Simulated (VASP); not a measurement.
# ScF3 (P4/mmm) in VASP: further runs

ScF3 is run at these levels: LDA; tasks: single point.

All numbers are computed with VASP 6.6.1; they aren't measurements. Logs are shortened: lines on timing, memory, paths and dates and some standing lists are left out, and cuts for length are marked.

## 1. The cell of the first run

The structure is tetragonal, space group P4/mmm (No. 123). The conventional cell has a = 3.691 Å, b = 3.691 Å, c = 4.173 Å, α = 90.00°, β = 90.00°, γ = 90.00°. Within 2.4 Å of Sc (site symmetry 4/mmm) lie 6 F at 1.85 to 2.09 Å. Within 2.4 Å of F (site symmetry mmm) lie 2 Sc at 1.85 Å. F (site symmetry 4/mmm) has 2 Sc at 2.09 Å and 8 F at 2.79 Å within 2.8 Å.

## 2. Single point, LDA (strain -0.080 along x and y, +0.040 along z)

File INCAR:

```
PREC = Accurate
ENCUT = 520
EDIFF = 1E-7
ISMEAR = 0
SIGMA = 0.05
LREAL = F
LASPH = T
NELM = 60
ALGO = Normal
ISIF = 2
LWAVE = F
LCHARG = F
NBANDS = 24
```

File KPOINTS:

```
Automatic mesh
0
Gamma
  6 6 6
```

File POSCAR:

```
ScF3
1.0
    3.6914540000      0.0000000000      0.0000000000
    0.0000000000      3.6914540000      0.0000000000
    0.0000000000      0.0000000000      4.1729480000
Sc F
1 3
Direct
    0.0000000000      0.0000000000      0.0000000000
    0.5000000000      0.0000000000      0.0000000000
    0.0000000000      0.5000000000      0.0000000000
    0.0000000000      0.0000000000      0.5000000000
```

Potentials or basis: VASP PAW LDA potentials, release 64 (Sc_sv, F).

Started as:

```console
$ cat potpaw_LDA.64/Sc_sv/POTCAR potpaw_LDA.64/F/POTCAR > POTCAR
$ mpirun -np 1 vasp_std > vasp.out
```

OUTCAR:

```text
PREC = Accurate
   ENCUT = 520
   EDIFF = 1E-7
   ISMEAR = 0
   LREAL = F
   LASPH = T
   NELM = 60
   ISIF = 2

 ion  position               nearest neighbor table
   1  0.000  0.000  0.000-   2 1.85   3 1.85   3 1.85   2 1.85   4 2.09   4 2.09
   2  0.500  0.000  0.000-   1 1.85   1 1.85
   3  0.000  0.500  0.000-   1 1.85   1 1.85
   4  0.000  0.000  0.500-   1 2.09   1 2.09

  LATTYP: Found a simple tetragonal cell.
 ALAT       =     3.6914540000
 C/A-ratio  =     1.1304347826

  Lattice vectors:

 A1 = (   3.6914540000,   0.0000000000,   0.0000000000)
 A2 = (   0.0000000000,   3.6914540000,   0.0000000000)
 A3 = (   0.0000000000,   0.0000000000,   4.1729480000)

Analysis of symmetry for initial positions (statically):
=====================================================================
 Subroutine PRICEL returns:
 Original cell was already a primitive cell.

 Routine SETGRP: Setting up the symmetry group for a
 simple tetragonal supercell.

 Subroutine GETGRP returns: Found 16 space group operations
 (whereof 16 operations were pure point group operations)
 out of a pool of 16 trial point group operations.

The static configuration has the point symmetry D_4h.

Analysis of symmetry for dynamics (positions and initial velocities):
=====================================================================
 Subroutine PRICEL returns:
 Original cell was already a primitive cell.

 Routine SETGRP: Setting up the symmetry group for a
 simple tetragonal supercell.

 Subroutine GETGRP returns: Found 16 space group operations
 (whereof 16 operations were pure point group operations)
 out of a pool of 16 trial point group operations.

The dynamic configuration has the point symmetry D_4h.

 Subroutine INISYM returns: Found 16 space group operations
 (whereof 16 operations are pure point group operations),
 and found     1 'primitive' translations

----------------------------------------------------------------------------------------

                                     Primitive cell

  volume of cell :      56.8641

  direct lattice vectors                    reciprocal lattice vectors
     3.691454000  0.000000000  0.000000000     0.270895967  0.000000000  0.000000000
     0.000000000  3.691454000  0.000000000     0.000000000  0.270895967  0.000000000
     0.000000000  0.000000000  4.172948000     0.000000000  0.000000000  0.239638740

  length of vectors
     3.691454000  3.691454000  4.172948000     0.270895967  0.270895967  0.239638740

  position of ions in fractional coordinates (direct lattice)
     0.000000000  0.000000000  0.000000000
     0.500000000  0.000000000  0.000000000
     0.000000000  0.500000000  0.000000000
     0.000000000  0.000000000  0.500000000

  ion indices of the primitive-cell ions
   primitive index   ion index
                 1           1
                 2           2
                 3           3
                 4           4

----------------------------------------------------------------------------------------

 KPOINTS: Automatic mesh

Automatic generation of k-mesh.
 Grid dimensions read from file:
 generate k-points for:    6    6    6

 Generating k-lattice:

  Cartesian coordinates                     Fractional coordinates (reciprocal lattice)
     0.045149328  0.000000000  0.000000000     0.166666667  0.000000000  0.000000000
     0.000000000  0.045149328  0.000000000     0.000000000  0.166666667  0.000000000
     0.000000000  0.000000000  0.039939790     0.000000000  0.000000000  0.166666667

  Length of vectors
     0.045149328  0.045149328  0.039939790

  Shift w.r.t. Gamma in fractional coordinates (k-lattice)
     0.000000000  0.000000000  0.000000000

 Subroutine IBZKPT returns following result:
 ===========================================

 Found     40 irreducible k-points:

 Following reciprocal coordinates:
            Coordinates               Weight
  0.000000  0.000000  0.000000      1.000000
  0.166667  0.000000  0.000000      4.000000
  0.333333  0.000000  0.000000      4.000000
  0.500000  0.000000  0.000000      2.000000
  0.166667  0.166667  0.000000      4.000000
  0.333333  0.166667  0.000000      8.000000
[... 16 lines left out ...]
  0.333333  0.000000  0.333333      8.000000
  0.500000  0.000000  0.333333      4.000000
 [... further k-points ...]
   k-points           NKPTS =     40   k-points in BZ     NKDIM =     40   number of bands    NBANDS=     24
   number of dos      NEDOS =    301   number of ions     NIONS =      4
   total plane-waves  NPLWV =  25088
   dimension x,y,z NGX =    28 NGY =   28 NGZ =   32
   dimension x,y,z NGXF=    56 NGYF=   56 NGZF=   64
   ions per type =               1   3
   NGX,Y,Z   is equivalent  to a cutoff of  12.61, 12.61, 12.75 a.u.
   NGXF,Y,Z  is equivalent  to a cutoff of  25.22, 25.22, 25.50 a.u.
 SYSTEM =  unknown system
   PREC   = accura    normal or accurate (medium, high low for compatibility)
   ISTART =      0    job   : 0-new  1-cont  2-samecut
   ICHARG =      2    charge: 1-file 2-atom 10-const
   ISPIN  =      1    spin polarized calculation?
   LNONCOLLINEAR =      F non collinear calculations
   LSORBIT =      F    spin-orbit coupling
   LASPH  =      T    aspherical Exc in radial PAW
   ENCUT  =  520.0 eV  38.22 Ry    6.18 a.u.   6.86  6.86  7.76*2*pi/ulx,y,z
   NELM   =     60;   NELMIN=  2; NELMDL= -5     # of ELM steps
   EDIFF  = 0.1E-06   stopping-criterion for ELM
   LREAL  =      F    real-space projection
   EDIFFG = 0.1E-05   stopping-criterion for IOM
   NSW    =      0    number of steps for IOM
   IBRION =     -1    ionic relax: 0-MD 1-quasi-New 2-CG
   NFREE  =      0    steps in history (QN), initial steepest desc. (CG)
   ISIF   =      2    stress and relaxation
   ISYM   =      2    0-nonsym 1-usesym 2-fastsym
   POTIM  = 0.5000    time-step for ionic-motion
   TEBEG  =    0.0;   TEEND  =   0.0 temperature during run
   PSTRESS=    0.0 pullay stress
   NELECT =      32.0000    total number of electrons
   NUPDOWN=      -1.0000    fix difference up-down
   EMIN   =  10.00;   EMAX   =-10.00  energy-range for DOS
   EFERMI =   0.00;   METHOD = LEGACY
   ISMEAR =     0;   SIGMA  =   0.05  broadening in eV -4-tet -1-fermi 0-gaus
   EFERMI_NEDOS =   21; number of points for ismear=-14 and -15
   IALGO  =     38    algorithm
   IMIX   =      4    mixing-type and parameters
     AMIX     =   0.40;   BMIX     =  1.00
     AMIX_MAG =   1.60;   BMIX_MAG =  1.00
  volume/ion in A,a.u.               =      14.22        95.93
  Fermi-wavevector in a.u.,A,eV,Ry     =   1.351592  2.554138 24.855126  1.826800
  Thomas-Fermi vector in A             =   2.479001
   LORBIT       =      0    0 simple, 1 ext, 2 COOP (PROOUT), +10 PAW based schemes
   GGA     = CA    functional components
   LHFCALC =     F    Hartree Fock is set to
   AEXX    =    0.0000 exact exchange contribution
   IVDW    =     0    specifies the selected vdW correction
   LEPSILON=     F    determine dielectric tensor
   LRPA    =     F    only Hartree local field effects (RPA)
 non-spin polarized calculation
 Gauss-broadening in eV      SIGMA  =   0.05
  energy-cutoff  :      520.00
  volume of cell :       56.86
 maximum number of plane-waves:      1556
 NGX is ok and might be reduce to    28
   NGX = 13   NGY = 13   NGZ = 15

 number of electron      31.9999971 magnetization

 Free energy of the ion-electron system (eV)
  ---------------------------------------------------
  ext. energy  EPLUGINS =         0.00000000
  ---------------------------------------------------
  free energy    TOTEN  =       -28.69586445 eV

  energy without entropy =      -28.69586445  energy(sigma->0) =      -28.69586445

 E-fermi :  -2.6747     XC(G=0):  -9.4538

 val. band max:       -2.8979962982   @ k =   0.5000   0.5000   0.5000
 cond. band min:       3.4843953389   @ k =   0.0000   0.0000   0.0000
 fundamental gap:      6.3823916371
 Fermi energy:        -2.6746524787

 k-point     1 :       0.0000    0.0000    0.0000
  band No.  band energies     occupation
      1     -47.7078      2.00000
      2     -27.0733      2.00000
      3     -27.0733      2.00000
      4     -26.6250      2.00000
      5     -23.7329      2.00000
      6     -23.5728      2.00000
[... 16 lines left out ...]
     23      12.7567      0.00000
     24      13.1963      0.00000

 k-point     2 :       0.1667    0.0000    0.0000
  band No.  band energies     occupation
      1     -47.7027      2.00000
      2     -27.4882      2.00000
      3     -27.0694      2.00000
      4     -26.6208      2.00000
      5     -23.6557      2.00000
      6     -22.9920      2.00000
[... 16 lines left out ...]
     23      12.2390      0.00000
     24      13.2344      0.00000

 k-point     3 :       0.3333    0.0000    0.0000
  band No.  band energies     occupation
      1     -47.6925      2.00000
      2     -28.0867      2.00000
      3     -27.0615      2.00000
      4     -26.6126      2.00000
      5     -23.6416      2.00000
      6     -21.8812      2.00000
[... 16 lines left out ...]
     23      10.5419      0.00000
     24      13.6486      0.00000

 k-point     4 :       0.5000    0.0000    0.0000
  band No.  band energies     occupation
      1     -47.6874      2.00000
      2     -28.3256      2.00000
      3     -27.0576      2.00000
      4     -26.6085      2.00000
      5     -23.6371      2.00000
      6     -21.7557      2.00000
[... 16 lines left out ...]
     23       9.8663      0.00000
     24      14.0879      0.00000

 k-point     5 :       0.1667    0.1667    0.0000
  band No.  band energies     occupation
      1     -47.6976      2.00000
      2     -27.4892      2.00000
      3     -27.4787      2.00000
      4     -26.6167      2.00000
      5     -23.0527      2.00000
      6     -22.9380      2.00000
[... 451 lines left out ...]
 k-point    22 :       0.1667    0.0000    0.3333
  band No.  band energies     occupation
      1     -47.7005      2.00000
      2     -27.4857      2.00000
      3     -27.0673      2.00000
      4     -26.8488      2.00000
      5     -23.6492      2.00000
      6     -22.9869      2.00000
[... 16 lines left out ...]
     23       9.5195      0.00000
     24      13.1254      0.00000

 k-point    23 :       0.3333    0.0000    0.3333
  band No.  band energies     occupation
      1     -47.6903      2.00000
      2     -28.0839      2.00000
      3     -27.0595      2.00000
      4     -26.8396      2.00000
      5     -23.6360      2.00000
      6     -21.8647      2.00000
[... 16 lines left out ...]
     23      10.2051      0.00000
     24      11.2705      0.00000

 k-point    24 :       0.5000    0.0000    0.3333
  band No.  band energies     occupation
      1     -47.6852      2.00000
      2     -28.3227      2.00000
      3     -27.0557      2.00000
      4     -26.8350      2.00000
      5     -23.6314      2.00000
      6     -21.3293      2.00000
[... 16 lines left out ...]
     23      10.0947      0.00000
     24      10.9081      0.00000

 [... further k-points ...]
[... 5 lines left out ...]
  --------------------------------------------------------------------------------------
  -------------------------------------------------------------------------------------
  Total       11.5074728     11.5074728     -3.2949683      0.0000000     -0.0000000      0.0000000
  in kB      324.2295889    324.2295889    -92.8376056      0.0000000     -0.0000000      0.0000000
  external PRESSURE =     185.2071907 kB  Pullay stress =       0.0000000 kB

 VOLUME and BASIS-vectors are now :
 -----------------------------------------------------------------------------
  energy-cutoff  :      520.00
  volume of cell :       56.86
      direct lattice vectors                 reciprocal lattice vectors
     3.691454000  0.000000000  0.000000000     0.270895967  0.000000000  0.000000000
     0.000000000  3.691454000  0.000000000     0.000000000  0.270895967  0.000000000
     0.000000000  0.000000000  4.172948000     0.000000000  0.000000000  0.239638740

 POSITION                                       TOTAL-FORCE (eV/Angst)
 -----------------------------------------------------------------------------------
      0.00000      0.00000      0.00000         0.000000      0.000000      0.000000
      1.84573      0.00000      0.00000         0.000000      0.000000      0.000000
      0.00000      1.84573      0.00000         0.000000      0.000000      0.000000
      0.00000      0.00000      2.08647         0.000000      0.000000      0.000000
 -----------------------------------------------------------------------------------
    total drift:                               -0.000000      0.000000     -0.000000

  FREE ENERGIE OF THE ION-ELECTRON SYSTEM (eV)
  ---------------------------------------------------
  free  energy   TOTEN  =       -28.6958644543 eV

  energy  without entropy=      -28.6958644543  energy(sigma->0) =      -28.69586445
```

It took 45 s on 1 thread of Intel Xeon Platinum 8259CL at 2.50GHz (Skylake/Cascade Lake), shared host; peak memory 0.17 GiB.

What came out:

- Free energy: -28.6959 eV
- Pressure: 18.5 GPa
- Band gap on the k mesh: 6.38 eV, indirect (least direct gap 6.54 eV)

Caveat: the cell differs from its parent crystal (strain -0.080 along x and y, +0.040 along z). A k mesh can miss the band edges.

[end of part 1 of 2]
